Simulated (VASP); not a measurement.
# Si12NO22 (a cell with a defect) in VASP: further runs, part 2 of 2

VASP 6.6.1.

### Step 3. Single point, PBEsol, collinear spin, ferromagnetic start

Contents of INCAR:

```
SYSTEM = Si12NO22
PREC = Accurate
ENCUT = 520
EDIFF = 1E-7
ISMEAR = 0
SIGMA = 0.02
LREAL = Auto
LASPH = .TRUE.
NELM = 150
ALGO = Normal
ISIF = 2
LWAVE = .FALSE.
LCHARG = .FALSE.
ISPIN = 2
MAGMOM = 0 0 0 0 0 0 0 0 0 0 0 0 0 0 0 0 0 0 0 0 0 0 0 0 0 0 0 0 0 0 0 0 0 0 0.5
LORBIT = 11
GGA = PS
NBANDS = 120
```

Contents of KPOINTS:

```
Automatic mesh
0
G
  2 2 1
  0 0 0
```

Contents of POSCAR:

```
Si12NO22
1.0
   -2.4581800000      4.2576930000      5.4084000000
    4.9163600000      0.0000000000      5.4084000000
    4.9163600000      8.5153850000      0.0000000000
Si O N
12 22 1
Direct
    0.1057652978      0.5668108800      0.9469723133
    0.3964036537      0.9389563418      0.0355804157
    0.0100335858     -0.0039578517      0.2610255522
    0.1007445710      0.5653311631      0.4521849036
    0.3974978499      0.9311780986      0.5350467638
    0.0054018674     -0.0004848864      0.7654383809
    0.5951744701      0.0668808512      0.1987227618
    0.9047238316      0.4292993546      0.2869065433
    0.5053321004      0.4935683138      0.5114936146
    0.5965542859      0.0748326307      0.6992369685
    0.9013581636      0.4314395215      0.7844994274
    0.5009518876      0.5050650490      0.0125829489
    0.3263772234      0.4663466875      0.9782747322
    0.9274590574      0.5190791055      0.1067132095
    0.9266400191      0.1969824940      0.3233034416
    0.1769237749      0.0291314355      0.1215323655
    0.5669134820      0.9839614533      0.0840240854
    0.5766249231      0.3086411445      0.1390524446
    0.3241245572      0.4697222367      0.4765869238
    0.9338095949      0.5178232355      0.6075378182
    0.9193782794      0.1911207591      0.8349304859
    0.1859765818      0.0372171538      0.6082205102
    0.5674229155      0.3049103068      0.6433908067
    0.8156409781      0.9700780885      0.2243926865
    0.4294058734      0.0138394487      0.3605474818
    0.4280771030      0.6918169507      0.5846741063
    0.6680372641      0.5315842506      0.3725689933
    0.0788032524      0.4754436598      0.3314577020
    0.0791753793      0.7995748980      0.3917044904
    0.4297405071      0.0241906001      0.8563469357
    0.4215495087      0.6979479397      0.0824557677
    0.6736244620      0.5423249870      0.8678049018
    0.0689366237      0.4830867103      0.8312144453
    0.0824687744      0.8014828564      0.8932028647
    0.8244595488      0.9583006021      0.7268235494
```

Potentials or basis: VASP PAW PBE potentials, release 64 (Si, O, N).

Launch:

```
cat potpaw_PBE.64/Si/POTCAR potpaw_PBE.64/O/POTCAR potpaw_PBE.64/N/POTCAR > POTCAR
mpirun -np 1 vasp_std > vasp.out
```

OUTCAR:

```text
SYSTEM = Si12NO22
   PREC = Accurate
   ENCUT = 520
   EDIFF = 1E-7
   ISMEAR = 0
   LREAL = Auto
   LASPH = .TRUE.
   NELM = 150
   ISIF = 2
   ISPIN = 2
   LORBIT = 11
   GGA = PS

 ion  position               nearest neighbor table
   1  0.106  0.567  0.947-  34 1.59  33 1.59  13 1.63  14 1.68  12 3.03   6 3.05  11 3.06   8 3.12

   2  0.396  0.939  0.036-  16 1.58  30 1.62  31 1.63  17 1.63   3 2.95   7 3.00  12 3.08  10 3.09

   3  0.010  0.996  0.261-  16 1.51  15 1.64  29 1.64  24 1.66   2 2.95   4 3.07   8 3.09   7 3.14

   4  0.101  0.565  0.452-  29 1.59  28 1.61  20 1.61  19 1.62   8 3.04   9 3.05  11 3.05   3 3.07

   5  0.397  0.931  0.535-  22 1.54  25 1.58  26 1.61   6 3.01   7 3.08  10 3.09   9 3.11
   6  0.005  1.000  0.765-  21 1.62  35 1.63  34 1.65  22 1.67   5 3.01   1 3.05  11 3.06  10 3.11

   7  0.595  0.067  0.199-  17 1.54  24 1.61  18 1.64  25 1.66   2 3.00   5 3.08  12 3.09   3 3.14

   8  0.905  0.429  0.287-  15 1.58  28 1.64  14 1.64  27 1.70   9 3.02   4 3.04   3 3.09   1 3.12

   9  0.505  0.494  0.511-  27 1.49  19 1.55  23 1.61  26 1.68  10 2.99   8 3.02   4 3.05   5 3.11

  10  0.597  0.075  0.699-  23 1.55  30 1.63  35 1.68   9 2.99   5 3.09   2 3.09   6 3.11
  11  0.901  0.431  0.784-  20 1.60  33 1.63  21 1.63  32 1.66  12 3.04   4 3.05   6 3.06   1 3.06

  12  0.501  0.505  0.013-  13 1.55  32 1.56  31 1.63  18 1.63   1 3.03  11 3.04   2 3.08   7 3.09

  13  0.326  0.466  0.978-  12 1.55   1 1.63
  14  0.927  0.519  0.107-   8 1.64   1 1.68
  15  0.927  0.197  0.323-   8 1.58   3 1.64
  16  0.177  0.029  0.122-   3 1.51   2 1.58
  17  0.567  0.984  0.084-   7 1.54   2 1.63
  18  0.577  0.309  0.139-  12 1.63   7 1.64
[... 15 lines left out ...]
  34  0.082  0.801  0.893-   1 1.59   6 1.65
  35  0.824  0.958  0.727-   6 1.63  10 1.68

  LATTYP: Found a base centered monoclinic cell.
 ALAT       =    11.8816564853
 B/A-ratio  =     0.7166833591
 C/A-ratio  =     0.8275546213
 COS(beta)  =    -0.4137773471

  Lattice vectors:

 A1 = (   2.4581800000,  -4.2576930000,  -5.4084000000)
 A2 = (  -4.9163600000,   0.0000000000,  -5.4084000000)
[... 690 lines left out ...]
 Fermi energy:         2.9530690471

 spin component 2

 k-point     1 :       0.0000    0.0000    0.0000
  band No.  band energies     occupation
      1     -18.6578      1.00000
      2     -18.2946      1.00000
      3     -17.9863      1.00000
      4     -17.8652      1.00000
      5     -17.6516      1.00000
      6     -17.5065      1.00000
[... 417 lines left out ...]
    103       9.9065      0.00000
    104      10.0688      0.00000
 [bands above 104 left out]

------------------------ aborting loop because EDIFF is reached ----------------------------------------

  FORCE on cell =-STRESS in cart. coord.  units (eV):
  Direction    XX          YY          ZZ          XY          YZ          ZX
  --------------------------------------------------------------------------------------
  -------------------------------------------------------------------------------------
  Total       16.0206563     10.2805322     20.3758961      2.7867879     -3.4602413     -5.0206724
  in kB       56.6818620     36.3730233     72.0909126      9.8597912    -12.2425020    -17.7633835
  external PRESSURE =      55.0485993 kB  Pullay stress =       0.0000000 kB

 VOLUME and BASIS-vectors are now :
 -----------------------------------------------------------------------------
  energy-cutoff  :      520.00
  volume of cell :      452.84
      direct lattice vectors                 reciprocal lattice vectors
    -2.458180000  4.257693000  5.408400000    -0.101701256  0.058717249  0.092448781
     4.916360000  0.000000000  5.408400000     0.101701256 -0.058717249  0.092448786
     4.916360000  8.515385000  0.000000000     0.050850634  0.088075874 -0.046224396

 POSITION                                       TOTAL-FORCE (eV/Angst)
 -----------------------------------------------------------------------------------
      7.18231      8.51415      3.63756         1.212763      1.485228     -1.145711
      3.81674      1.99075      7.22216        -2.604503      0.067167      0.386969
      6.15553      2.26545      5.44126         3.885102      0.972733     -4.387613
      4.75483      4.27947      3.60240        -0.450185      0.782704     -0.107027
      6.23137      6.24855      7.18601        -1.988764      1.880142      0.741746
      8.66387      6.54100      5.43499        -0.664599     -0.163505     -0.844874
[... 27 lines left out ...]
      8.12896      7.95709      4.78076         0.716331     -0.516852      1.696611
      6.25801      9.69948      9.64188         0.282126     -2.072081     -1.633768
 -----------------------------------------------------------------------------------
    total drift:                               -0.006148      0.010734      0.002146

  FREE ENERGIE OF THE ION-ELECTRON SYSTEM (eV)
  ---------------------------------------------------
  free  energy   TOTEN  =      -281.0821080556 eV

  energy  without entropy=     -281.0821080556  energy(sigma->0) =     -281.08210806

 total charge

# of ion       s       p       d       tot
------------------------------------------
    1        0.649   1.004   0.000   1.653
    2        0.650   1.011   0.000   1.661
    3        0.655   1.032   0.000   1.687
    4        0.655   1.028   0.000   1.683
    5        0.691   1.003   0.000   1.694
    6        0.660   1.003   0.000   1.664
[... 27 lines left out ...]
   34        1.547   3.685   0.000   5.231
   35        1.235   2.603   0.000   3.838
--------------------------------------------------
tot         43.249  95.985   0.000 139.235

 magnetization (x)

# of ion       s       p       d       tot
------------------------------------------
    1        0.000   0.000   0.000   0.000
    2        0.001   0.002   0.000   0.002
    3        0.000   0.000   0.000   0.000
    4       -0.000  -0.000   0.000  -0.000
    5        0.023   0.048   0.000   0.071
    6        0.001   0.003   0.000   0.004
[... 27 lines left out ...]
   34        0.000   0.006   0.000   0.006
   35        0.012   0.220   0.000   0.232
--------------------------------------------------
tot          0.064   0.459   0.000   0.523
```

stdout:

```text
POSCAR found type information on POSCAR SiO N
 POSCAR found :  3 types and      35 ions
 scaLAPACK will be used
 -----------------------------------------------------------------------------
|                                                                             |
|                                                                             |
|     You enforced a specific xc type in the INCAR file but a different       |
[... 22 lines left out ...]
 -----------------------------------------------------------------------------

 POSCAR, INCAR and KPOINTS ok, starting setup
 FFT: planning ... GRIDC
 FFT: planning ... GRID_SOFT
 FFT: planning ... GRID
 WAVECAR not read
 entering main loop
```

Wall time 27 min (1 thread of Oxide Virtual Turin-like, shared host); peak memory 0.82 GiB.

What came out:

* Free energy: -281.0821 eV
* Pressure: 5.5 GPa
* Largest force: 7.367 eV/Å
* Band gap on the k mesh: 0.23 eV
* Net moment: 1.00 μB per cell
* Site moments: Si +0.00, -0.00, +0.07, +0.03 (each value once); O +0.00, -0.00, +0.01, +0.06, +0.02, +0.03 (each value once); N +0.23 μB
* Valence electrons inside the program's atomic spheres: Si 1.65, 1.66, 1.69, 1.68, 1.62, 1.79, 1.67, 1.73 (each value once); O 5.27, 5.17, 5.25, 5.33, 5.21, 5.28, 5.24, 5.23, 5.22, 5.19 (each value once); N 3.84

Forces on the atoms (eV/Å):
```
Si   1.213  1.485 -1.146
Si  -2.605  0.067  0.387
Si   3.885  0.973 -4.388
Si  -0.450  0.783 -0.107
Si  -1.989  1.880  0.742
Si  -0.665 -0.164 -0.845
Si   2.190  1.961  1.912
Si   0.996 -1.674  0.728
Si   4.756  2.914 -1.438
Si  -2.951  2.786 -1.415
Si   1.273  0.471 -0.618
Si   1.125  2.734  0.359
O    0.106 -2.333 -2.537
O   -0.416  0.269  0.834
O   -0.945  0.952 -1.175
O   -1.766 -1.578  3.038
O   -1.234 -2.156 -1.495
O   -0.027  0.194 -0.415
O    0.192 -1.922 -2.319
O   -0.216 -0.528 -0.104
O    0.551  0.394  1.049
O    3.377  0.362 -1.026
O    1.479 -1.220  1.690
O   -0.709  1.180  0.513
O   -0.861 -1.389  1.385
O   -0.778  0.292 -0.209
O   -5.148 -1.083  5.157
O    0.056 -0.594 -0.816
O    1.080 -1.288  1.293
O    0.679 -0.299 -0.689
O    0.167  0.037  0.166
O   -2.523 -0.444  1.935
O   -0.841 -0.474 -0.507
O    0.716 -0.517  1.697
N    0.282 -2.072 -1.634
```

Caveat: the k points lie up to 0.70 Å⁻¹ apart; semilocal functionals underestimate gaps, and a narrow one can read as zero; the PAW data sets were made with another functional, which shifts forces and pressure a little.

### Step 4. Single point, PBEsol, collinear spin, ferromagnetic start

Contents of INCAR:

```
SYSTEM = Si12NO22
PREC = Accurate ; ENCUT = 520
EDIFF = 1E-6 ; ISMEAR = 0
SIGMA = 0.02 ; LREAL = Auto
LASPH = .True. ; NELM = 150
ALGO = Normal ; ISIF = 2
LWAVE = .False. ; LCHARG = .False.
ISPIN = 2 ; MAGMOM = 0 0 0 0 0 0 0 0 0 0 0 0 0 0 0 0 0 0 0 0 0 0 0 0 0 0 0 0 0 0 0 0 0 0 0.5
LORBIT = 11 ; GGA = PS
NBANDS = 120
```

Contents of KPOINTS:

```
Automatic mesh
0
Gamma
  2 2 1
  0 0 0
```

Contents of POSCAR:

```
Si12NO22
1.0
   -2.4581800000      4.2576930000      5.4084000000
    4.9163600000      0.0000000000      5.4084000000
    4.9163600000      8.5153850000      0.0000000000
Si O N
12 22 1
Direct
    0.0984683084      0.5681983583      0.9507658400
    0.4015316719      0.9318016614      0.0340991524
    0.0000000344     -0.0000000344      0.2651350295
    0.0984683377      0.5681983290      0.4507658841
    0.4015317013      0.9318016321      0.5340991965
    0.0000000051     -0.0000000051      0.7651349855
    0.5984683230      0.0681983436      0.2007658621
    0.9015316866      0.4318016467      0.2840991745
    0.4999999904      0.5000000096      0.5151349635
    0.5984682937      0.0681983730      0.7007658180
    0.9015316572      0.4318016761      0.7840991304
    0.5000000197      0.4999999803      0.0151350075
    0.3198100106      0.4657700131      0.9738850512
    0.9328933449      0.5193533454      0.1065332379
    0.9256666454      0.1932467116      0.3303966413
    0.1801899586      0.0342300177      0.1166749917
    0.5671066004      0.9806467092      0.0826566500
    0.5743333667      0.3067532763      0.1398533178
    0.3198099812      0.4657700424      0.4738850072
    0.9328933743      0.5193533161      0.6065332819
    0.9256666748      0.1932466822      0.8303966853
    0.1801899880      0.0342299884      0.6166750358
    0.5743333373      0.3067533057      0.6398532738
    0.8198099665      0.9657700571      0.2238849851
    0.4328933596      0.0193533307      0.3565332599
    0.4256666601      0.6932466969      0.5803966633
    0.6801899733      0.5342300031      0.3666750138
    0.0671066151      0.4806466946      0.3326566720
    0.0743333814      0.8067532616      0.3898533399
    0.4328933889      0.0193533014      0.8565333039
    0.4256666307      0.6932467263      0.0803966193
    0.6801900026      0.5342299737      0.8666750578
    0.0671066445      0.4806466652      0.8326567160
    0.0743333520      0.8067532910      0.8898532958
    0.5671066298      0.9806466799      0.5826566940
```

Launch:

```
cat potpaw_PBE.64/Si/POTCAR potpaw_PBE.64/O/POTCAR potpaw_PBE.64/N/POTCAR > POTCAR
mpirun -np 1 vasp_std > vasp.out
```

Wall time 44 min (1 thread of Oxide Virtual Turin-like, shared host); peak memory 0.82 GiB.

Results (log left out):

```
Free energy                                           : -282.6833 eV
Pressure                                              : 4.9 GPa
Largest force                                         : 1.714 eV/Å
Net moment                                            : 0.00 μB per cell
Site moments                                          : Si +0.00, -0.00, -0.01 (each value once); O -0.00, +0.00, -0.01, -0.02, +0.01 (each value once); N +0.06 μB
Valence electrons inside the program's atomic spheres : Si 1.68, 1.67, 1.74, 1.62 (each value once); O 5.24, 5.23, 5.22 (each value once); N 3.89
```

Forces in eV/Å, atoms in the order of the input:
```
Si  -0.257  0.409 -0.445
Si   0.149  0.319 -0.028
Si   0.212  0.006 -0.214
Si  -0.056 -0.030  0.149
Si  -1.308  0.069  0.121
Si   0.242 -0.984 -0.336
Si   0.348  0.423 -0.298
Si   0.075  0.196 -0.194
Si   0.097 -0.121  0.129
Si  -0.396  0.099  0.468
Si   0.213 -0.348  0.215
Si   0.003  0.143 -0.043
O   -0.164 -0.126 -0.103
O    0.027 -0.421  0.068
O    0.117  0.179  0.054
O    0.065 -0.284  0.145
O   -0.396 -0.147  0.120
O    0.116  0.078  0.218
O   -0.209 -0.038 -0.180
O    0.162 -0.039 -0.212
O    0.036  0.329 -0.392
O    1.149 -0.664 -0.710
O    0.427  0.851  0.620
O   -0.392 -0.063  0.007
O   -0.076 -1.062 -0.195
O   -0.170  0.017 -0.845
O    0.051 -0.229  0.151
O   -0.263 -0.046  0.110
O    0.071  0.280  0.109
O    0.495  0.569 -0.061
O    0.127  0.155 -0.103
O    0.050 -0.151  0.188
O   -0.212 -0.060  0.112
O    0.361 -0.139  0.041
N   -0.693  0.828  1.331
```

Stress tensor (GPa, compression positive):
```
 5.50  1.18  1.04
 1.18  4.51 -0.76
 1.04 -0.76  4.83
```

Levels at points of the mesh, in eV from the Fermi level:
Spin up:
```csv
k point,band 88,band 89,band 90,band 91,band 92,band 93,band 94,band 95,band 96,band 97
"(0.00, 0.00, 0.00)",-2.07,-1.98,-1.86,-0.74,-0.49,-0.24,4.10,4.50,5.51,5.92
"(0.50, 0.00, 0.00)",-1.96,-1.89,-1.80,-0.91,-0.29,0.08,3.70,5.62,5.64,5.90
"(0.00, 0.50, 0.00)",-1.99,-1.88,-1.76,-0.68,-0.46,-0.23,4.10,5.03,5.69,5.91
"(0.50, 0.50, 0.00)",-1.93,-1.85,-1.81,-0.89,-0.28,0.09,3.80,5.34,5.79,6.27
```
Spin down:
```csv
k point,band 88,band 89,band 90,band 91,band 92,band 93,band 94,band 95,band 96,band 97
"(0.00, 0.00, 0.00)",-2.07,-1.98,-1.86,-0.71,-0.61,-0.06,4.01,4.49,5.48,5.87
"(0.50, 0.00, 0.00)",-1.96,-1.89,-1.80,-0.92,-0.19,0.06,3.62,5.59,5.62,5.88
"(0.00, 0.50, 0.00)",-1.99,-1.88,-1.76,-0.65,-0.60,-0.06,4.01,5.02,5.65,5.91
"(0.50, 0.50, 0.00)",-1.93,-1.85,-1.81,-0.90,-0.18,0.06,3.71,5.31,5.75,6.27
```

Caveat: the k points lie up to 0.70 Å⁻¹ apart; the PAW data sets were made with another functional, which shifts forces and pressure a little.

### Step 5. Summary

```tsv
cell	gap on the mesh (eV)	pressure (GPa)	moment (μB)	largest force (eV/Å)
as given, atomic positions A	0.73	0.5	1.00	0.08
as given, atomic positions B	0.23	5.5	1.00	7.37
as given, atomic positions C	none	4.9	0.00	1.71
```

Alike in all rows: task single point; level PBEsol; potentials or basis VASP PAW PBE potentials, release 64 (Si, O, N); spin collinear, ferromagnetic start; k mesh 2 × 2 × 1; cutoff (eV) 520; smearing gaussian 0.02 eV.

Caveats: all runs use coarse meshes; the PAW data sets were made with another functional, which shifts forces and pressure a little; semilocal functionals underestimate gaps, and a narrow one can read as zero (at least some runs).

Absolute energies hang on the potentials; compare differences alone.
